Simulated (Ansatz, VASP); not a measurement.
Two plane-wave programs on Rb3ClO

```
CELL_PARAMETERS angstrom
5.53368 0.00000 0.00000
0.00000 5.53368 0.00000
0.00000 0.00000 5.53368
ATOMIC_POSITIONS crystal
Rb 0.00000 0.00000 0.50000
Rb 0.00000 0.50000 0.00000
Rb 0.50000 0.00000 0.00000
Cl 0.50000 0.50000 0.50000
O 0.00000 0.00000 0.00000
```

Alike in both runs: task single point; functional LDA; k mesh 8 × 8 × 8; occupations gaussian, width 0.03 eV; no spin polarisation.

```csv
,VASP,Ansatz
version,VASP 6.6.1,Ansatz 0.2.0
potentials or method,"VASP PAW LDA potentials, release 64 (Rb_sv, Cl, O), cutoff 520 eV","scalar-relativistic, plane waves, PAW"
valence electrons in the cell,40,40
```

|  | VASP | Ansatz | Ansatz less VASP |
| --- | --- | --- | --- |
| gap on the k mesh at the Fermi level (eV) | 0.28 | 0.29 | +0.010 |
| least direct gap on the mesh (eV) | 0.28 | 0.29 | +0.010 |
| pressure (GPa) | -2.3 | -2.4 | -0.07 |

LDA's correlation is that of Perdew and Zunger in VASP and of Perdew and Wang (1992) in Ansatz.
